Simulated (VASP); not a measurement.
# Si24CCl4F2 in VASP: single point with PBE+D3(BJ)

Aim: the single point of Si24CCl4F2 with PBE+D3(BJ).

Everything below comes from runs of VASP 6.6.1. Logs are shortened: lines on timing, memory, paths and dates and some standing lists are left out, and cuts for length are marked.

## 1. The cell of the first run

The cell holds a slab with vacuum, 31 atoms: a = 7.667 Å, b = 7.667 Å, c = 27.748 Å, α = 90.00°, β = 90.00°, γ = 90.00°.

## 2. Single point, PBE+D3(BJ)

INCAR

```
SYSTEM = Si24CCl4F2
  PREC = Accurate
  ENCUT = 520
  EDIFF = 1E-6
  ISMEAR = 0
  SIGMA = 0.05
  LREAL = Auto
  LASPH = .TRUE.
  NELM = 120
  ALGO = Normal
  ISIF = 2
  LWAVE = .FALSE.
  LCHARG = .FALSE.
  LDIPOL = .TRUE.
  IDIPOL = 3
  DIPOL = 0.5 0.5 0.472
  GGA = PE
  IVDW = 12
  NBANDS = 92
  GGA_COMPAT = .FALSE.
  NELMDL = -8
```

KPOINTS

```
Automatic mesh
0
G
  2 2 1
  0 0 0
```

POSCAR

```
Si24CCl4F2
1.0
    7.6671877233      0.0000000000      0.0000000000
    0.0000000000      7.6671877233      0.0000000000
    0.0000000000      0.0000000000     27.7482963703
Si Cl C F
24 4 1 2
Direct
    0.4065111020      0.2500000000      0.3577516928
    0.4065111020      0.7500000000      0.3577516928
    0.0934888980      0.2500000000      0.3577516928
    0.0934888980      0.7500000000      0.3577516928
    0.5000000000      0.5000000000      0.4065972180
    0.5000000000      0.0000000000      0.4065972180
    0.0000000000      0.5000000000      0.4065972180
    0.0000000000      0.0000000000      0.4065972180
    0.7501732822      0.4976913634      0.4512368683
    0.7491178619     -0.0234428924      0.4517976978
    0.2511193993      0.5098587146      0.4589168834
    0.2497498858     -0.0034639076      0.4582661249
    0.7642137269      0.7335054165      0.5069291226
    0.7335977898      0.2375632742      0.4924762937
    0.2491867755      0.7560340031      0.5128784351
    0.2529171462      0.2525340849      0.5036665267
   -0.0020845428      0.7604591501      0.5662111842
   -0.0192754387      0.2516490477      0.5383713095
    0.5125083291      0.7844692484      0.5575375506
    0.5072727663      0.2458864106      0.5499288593
    0.8911731059      0.0519872542      0.5967436764
    0.9109734159      0.4670858650      0.5948206209
    0.5793731570      0.0257836994      0.6069310919
    0.6086383803      0.5105278603      0.5798457723
    0.5041341526      0.2490714805      0.2886772655
    0.4988907415      0.7491065475      0.2876690092
    0.0002201044      0.2492986916      0.2881779538
   -0.0046335955      0.7493616390      0.2883330992
    0.9544153911      0.2588511405      0.6427466401
    1.1294267176      0.2581749351      0.6545453507
    0.8653264217      0.2647809091      0.6852256317
```

Potentials or basis: VASP PAW PBE potentials, release 64 (Si, Cl, C, F).

Started as:

```
$ cat potpaw_PBE.64/Si/POTCAR potpaw_PBE.64/Cl/POTCAR potpaw_PBE.64/C/POTCAR potpaw_PBE.64/F/POTCAR > POTCAR
$ mpirun -np 1 vasp_std > vasp.out
```

OUTCAR:

```text
SYSTEM = Si24CCl4F2
   PREC = Accurate
   ENCUT = 520
   EDIFF = 1E-6
   ISMEAR = 0
   LREAL = Auto
   LASPH = .TRUE.
   NELM = 120
   ISIF = 2
   GGA = PE
   IVDW = 12
   NELMDL = -8
 IVDW          = 12

 ion  position               nearest neighbor table
   1  0.407  0.250  0.358-  25 2.06   3 2.40   6 2.45   5 2.45
   2  0.407  0.750  0.358-  26 2.07   4 2.40   6 2.45   5 2.45
   3  0.093  0.250  0.358-  27 2.06   1 2.40   8 2.45   7 2.45
   4  0.093  0.750  0.358-  28 2.07   2 2.40   8 2.45   7 2.45
   5  0.500  0.500  0.407-   9 2.28  11 2.40   1 2.45   2 2.45
   6  0.500  0.000  0.407-  10 2.29  12 2.40   1 2.45   2 2.45
   7  0.000  0.500  0.407-   9 2.28  11 2.41   3 2.45   4 2.45
   8  0.000  0.000  0.407-  10 2.30  12 2.39   3 2.45   4 2.45
   9  0.750  0.498  0.451-   7 2.28   5 2.28  14 2.30  13 2.38
  10  0.749  0.977  0.452-   6 2.29  14 2.30   8 2.30  13 2.41
  11  0.251  0.510  0.459-  16 2.33   5 2.40  15 2.41   7 2.41
  12  0.250  0.997  0.458-  16 2.33  15 2.39   8 2.39   6 2.40
  13  0.764  0.734  0.507-   9 2.38  10 2.41  19 2.42  17 2.44  24 2.91
  14  0.734  0.238  0.492-  18 2.29  10 2.30   9 2.30  20 2.36
  15  0.249  0.756  0.513-  19 2.38  12 2.39  11 2.41  17 2.43
  16  0.253  0.253  0.504-  18 2.30  11 2.33  12 2.33  20 2.34
  17  0.998  0.760  0.566-  15 2.43  13 2.44  22 2.48  21 2.53
  18  0.981  0.252  0.538-  14 2.29  16 2.30  21 2.33  22 2.34
  19  0.513  0.784  0.558-  24 2.31  23 2.36  15 2.38  13 2.42
  20  0.507  0.246  0.550-  24 2.33  16 2.34  14 2.36  23 2.38
  21  0.891  0.052  0.597-  29 2.09  18 2.33  23 2.42  17 2.53
  22  0.911  0.467  0.595-  29 2.10  18 2.34  24 2.38  17 2.48
  23  0.579  0.026  0.607-  19 2.36  20 2.38  21 2.42
  24  0.609  0.511  0.580-  19 2.31  20 2.33  22 2.38  13 2.91
  25  0.504  0.249  0.289-   1 2.06
  26  0.499  0.749  0.288-   2 2.07
  27  0.000  0.249  0.288-   3 2.06
  28  0.995  0.749  0.288-   4 2.07
  29  0.954  0.259  0.643-  31 1.36  30 1.38  21 2.09  22 2.10
  30  0.129  0.258  0.655-  29 1.38
  31  0.865  0.265  0.685-  29 1.36

  LATTYP: Found a simple tetragonal cell.
 ALAT       =     7.6671877233
 C/A-ratio  =     3.6190970368

  Lattice vectors:

 A1 = (   7.6671877233,   0.0000000000,   0.0000000000)
 A2 = (   0.0000000000,   7.6671877233,   0.0000000000)
 A3 = (   0.0000000000,   0.0000000000,  27.7482963703)

Analysis of symmetry for initial positions (statically):
=====================================================================
 Subroutine PRICEL returns:
 Original cell was already a primitive cell.

 Routine SETGRP: Setting up the symmetry group for a
 simple tetragonal supercell.

 Subroutine GETGRP returns: Found  1 space group operations
 (whereof  1 operations were pure point group operations)
 out of a pool of 16 trial point group operations.

The static configuration has the point symmetry C_1 .

Analysis of symmetry for dynamics (positions and initial velocities):
=====================================================================
 Subroutine PRICEL returns:
 Original cell was already a primitive cell.

 Routine SETGRP: Setting up the symmetry group for a
 simple tetragonal supercell.

 Subroutine GETGRP returns: Found  1 space group operations
 (whereof  1 operations were pure point group operations)
 out of a pool of 16 trial point group operations.

The dynamic configuration has the point symmetry C_1 .

 Subroutine INISYM returns: Found  1 space group operations
 (whereof  1 operations are pure point group operations),
 and found     1 'primitive' translations

----------------------------------------------------------------------------------------

                                     Primitive cell

  volume of cell :    1631.2049

  direct lattice vectors                    reciprocal lattice vectors
     7.667187723  0.000000000  0.000000000     0.130425918  0.000000000  0.000000000
     0.000000000  7.667187723  0.000000000     0.000000000  0.130425918  0.000000000
     0.000000000  0.000000000 27.748296370     0.000000000  0.000000000  0.036038248

  length of vectors
     7.667187723  7.667187723 27.748296370     0.130425918  0.130425918  0.036038248

  position of ions in fractional coordinates (direct lattice)
     0.406511102  0.250000000  0.357751693
     0.406511102  0.750000000  0.357751693
     0.093488898  0.250000000  0.357751693
     0.093488898  0.750000000  0.357751693
     0.500000000  0.500000000  0.406597218
     0.500000000  0.000000000  0.406597218
[... 23 lines left out ...]
     0.129426718  0.258174935  0.654545351
     0.865326422  0.264780909  0.685225632

  ion indices of the primitive-cell ions
   primitive index   ion index
                 1           1
                 2           2
                 3           3
                 4           4
                 5           5
                 6           6
[... 23 lines left out ...]
                30          30
                31          31

----------------------------------------------------------------------------------------

 KPOINTS: Automatic mesh

Automatic generation of k-mesh.
 Grid dimensions read from file:
 generate k-points for:    2    2    1

 Generating k-lattice:

  Cartesian coordinates                     Fractional coordinates (reciprocal lattice)
     0.065212959  0.000000000  0.000000000     0.500000000  0.000000000  0.000000000
     0.000000000  0.065212959  0.000000000     0.000000000  0.500000000  0.000000000
     0.000000000  0.000000000  0.036038248     0.000000000  0.000000000  1.000000000

  Length of vectors
     0.065212959  0.065212959  0.036038248

  Shift w.r.t. Gamma in fractional coordinates (k-lattice)
     0.000000000  0.000000000  0.000000000

 Subroutine IBZKPT returns following result:
 ===========================================

 Found      4 irreducible k-points:

 Following reciprocal coordinates:
            Coordinates               Weight
  0.000000  0.000000  0.000000      1.000000
  0.500000  0.000000  0.000000      1.000000
  0.000000  0.500000  0.000000      1.000000
  0.500000  0.500000  0.000000      1.000000
   k-points           NKPTS =      4   k-points in BZ     NKDIM =      4   number of bands    NBANDS=     92
   number of dos      NEDOS =    301   number of ions     NIONS =     31
   total plane-waves  NPLWV = 756000
   dimension x,y,z NGX =    60 NGY =   60 NGZ =  210
   dimension x,y,z NGXF=   120 NGYF=  120 NGZF=  420
   ions per type =              24   4   1   2
   NGX,Y,Z   is equivalent  to a cutoff of  13.01, 13.01, 12.58 a.u.
   NGXF,Y,Z  is equivalent  to a cutoff of  26.02, 26.02, 25.16 a.u.
 SYSTEM =  Si24CCl4F2
   PREC   = accura    normal or accurate (medium, high low for compatibility)
   ISTART =      0    job   : 0-new  1-cont  2-samecut
   ICHARG =      2    charge: 1-file 2-atom 10-const
   ISPIN  =      1    spin polarized calculation?
   LNONCOLLINEAR =      F non collinear calculations
   LSORBIT =      F    spin-orbit coupling
   LASPH  =      T    aspherical Exc in radial PAW
   ENCUT  =  520.0 eV  38.22 Ry    6.18 a.u.  14.26 14.26 51.59*2*pi/ulx,y,z
   NELM   =    120;   NELMIN=  2; NELMDL= -8     # of ELM steps
   EDIFF  = 0.1E-05   stopping-criterion for ELM
   LREAL  =      T    real-space projection
   EDIFFG = 0.1E-04   stopping-criterion for IOM
   NSW    =      0    number of steps for IOM
   IBRION =     -1    ionic relax: 0-MD 1-quasi-New 2-CG
   NFREE  =      0    steps in history (QN), initial steepest desc. (CG)
   ISIF   =      2    stress and relaxation
   ISYM   =      2    0-nonsym 1-usesym 2-fastsym
   POTIM  = 0.5000    time-step for ionic-motion
   TEBEG  =    0.0;   TEEND  =   0.0 temperature during run
   PSTRESS=    0.0 pullay stress
   NELECT =     142.0000    total number of electrons
   NUPDOWN=      -1.0000    fix difference up-down
   EMIN   =  10.00;   EMAX   =-10.00  energy-range for DOS
   EFERMI =   0.00;   METHOD = LEGACY
   ISMEAR =     0;   SIGMA  =   0.05  broadening in eV -4-tet -1-fermi 0-gaus
   EFERMI_NEDOS =   21; number of points for ismear=-14 and -15
   IALGO  =     38    algorithm
   IMIX   =      4    mixing-type and parameters
     AMIX     =   0.40;   BMIX     =  1.00
     AMIX_MAG =   1.60;   BMIX_MAG =  1.00
  volume/ion in A,a.u.               =      52.62       355.09
  Fermi-wavevector in a.u.,A,eV,Ry     =   0.725551  1.371093  7.162442  0.526425
  Thomas-Fermi vector in A             =   1.816302
   LORBIT       =      0    0 simple, 1 ext, 2 COOP (PROOUT), +10 PAW based schemes
   GGA     = PE    functional components
   LHFCALC =     F    Hartree Fock is set to
   AEXX    =    0.0000 exact exchange contribution
   IVDW    =    12    specifies the selected vdW correction
   LEPSILON=     F    determine dielectric tensor
   LRPA    =     F    only Hartree local field effects (RPA)
 non-spin polarized calculation
 Gauss-broadening in eV      SIGMA  =   0.05
  energy-cutoff  :      520.00
  volume of cell :     1631.20
 maximum number of plane-waves:     43928
 NGX is ok and might be reduce to    60
   NGX = 29   NGY = 29   NGZ =103

 dipolmoment           0.000000      0.000000      0.000027 electrons x Angstroem

 number of electron     141.9999999 magnetization

 dipolmoment           0.000000      0.000000     -0.080868 electrons x Angstroem

 Free energy of the ion-electron system (eV)
  ---------------------------------------------------
  ext. energy  EPLUGINS =         0.00000000
  ---------------------------------------------------
  free energy    TOTEN  =      -153.29717023 eV

  energy without entropy =     -153.29716422  energy(sigma->0) =     -153.29716723

 E-fermi :  -1.3326     XC(G=0):  -3.9809

 val. band max:       -1.4718440221   @ k =   0.5000   0.0000   0.0000
 cond. band min:      -1.1932857201   @ k =   0.0000   0.0000   0.0000
 fundamental gap:      0.2785583021
 Fermi energy:        -1.3325648652

 k-point     1 :       0.0000    0.0000    0.0000
  band No.  band energies     occupation
      1     -28.3332      2.00000
      2     -26.8600      2.00000
      3     -17.4940      2.00000
      4     -17.3388      2.00000
      5     -17.2251      2.00000
      6     -17.0748      2.00000
[... 333 lines left out ...]
     82       1.3766      0.00000
     83       1.5223      0.00000
 [bands above 83 left out]

------------------------ aborting loop because EDIFF is reached ----------------------------------------

 vacuum level on the upper side and lower side of the slab       (xc-potential included)        -0.197         0.061

 Edisp (eV)   -6.73533

 E8    (eV) :    -2.8148

  FORCE on cell =-STRESS in cart. coord.  units (eV):
  Direction    XX          YY          ZZ          XY          YZ          ZX
  --------------------------------------------------------------------------------------
  -------------------------------------------------------------------------------------
  Total      -3.97337   -11.26147    -6.36902    -0.70489    -0.14868    -0.08659
  in kB      -3.90266   -11.06107    -6.25568    -0.69235    -0.14604    -0.08505
  external pressure =       -7.07 kB  Pullay stress =        0.00 kB

 VOLUME and BASIS-vectors are now :
 -----------------------------------------------------------------------------
  energy-cutoff  :      520.00
  volume of cell :     1631.20
      direct lattice vectors                 reciprocal lattice vectors
     7.667187723  0.000000000  0.000000000     0.130425918  0.000000000  0.000000000
     0.000000000  7.667187723  0.000000000     0.000000000  0.130425918  0.000000000
     0.000000000  0.000000000 27.748296370     0.000000000  0.000000000  0.036038248

 POSITION                                       TOTAL-FORCE (eV/Angst)
 -----------------------------------------------------------------------------------
      3.11680      1.91680      9.92700         0.666669      0.004011      1.179506
      3.11680      5.75039      9.92700         0.529690      0.002330      0.941933
      0.71680      1.91680      9.92700        -0.629292      0.049659      1.168844
      0.71680      5.75039      9.92700        -0.575593      0.052717      0.994524
      3.83359      3.83359     11.28238        -1.549446      0.567554     -1.153118
      3.83359      0.00000     11.28238        -1.448923     -0.536507     -1.116047
[... 23 lines left out ...]
      0.99234      1.97948     18.16252         0.351826      0.004111      0.081332
      6.63462      2.03012     19.01384        -0.194463      0.017111      0.338362
 -----------------------------------------------------------------------------------
    total drift:                               -0.012020     -0.005181      0.016551

  FREE ENERGIE OF THE ION-ELECTRON SYSTEM (eV)
  ---------------------------------------------------
  free  energy   TOTEN  =      -160.0324993128 eV

  energy  without entropy=     -160.0324932946  energy(sigma->0) =     -160.03249630

 vacuum level on the upper side and lower side of the slab         3.705         3.965
```

Run time: 32 min. Hardware: 1 thread of Intel Xeon Platinum 8488C (Sapphire Rapids), shared host; peak memory 1.6 GiB.

What came out:

```
Free energy                : -160.0325 eV
Largest force              : 2.013 eV/Å
Band gap on the k mesh     : 0.28 eV (least direct gap 0.40 eV)
Dispersion energy per atom : -0.217 eV
```

Forces in eV/Å, atoms in the order of the input:
```
Si   0.667  0.004  1.180
Si   0.530  0.002  0.942
Si  -0.629  0.050  1.169
Si  -0.576  0.053  0.995
Si  -1.549  0.568 -1.153
Si  -1.449 -0.537 -1.116
Si   1.607  0.207 -1.102
Si   1.398 -0.345 -1.050
Si  -0.001 -0.004 -0.005
Si   0.002  0.005 -0.005
Si   0.003 -0.005  0.002
Si   0.000  0.003  0.004
Si  -0.006  0.008 -0.004
Si   0.004  0.002  0.004
Si   0.004  0.005 -0.002
Si  -0.001  0.000 -0.001
Si   0.009 -0.002 -0.002
Si  -0.001  0.000  0.001
Si   0.004 -0.009 -0.003
Si   0.001  0.003  0.001
Si  -0.008  0.004 -0.008
Si  -0.004  0.000 -0.007
Si  -0.001 -0.001 -0.006
Si  -0.004 -0.006  0.000
Cl  -0.018  0.000  0.046
Cl  -0.016  0.000  0.042
Cl   0.018  0.001  0.045
Cl   0.017  0.000  0.042
C   -0.156 -0.027 -0.427
F    0.352  0.004  0.081
F   -0.194  0.017  0.338
```
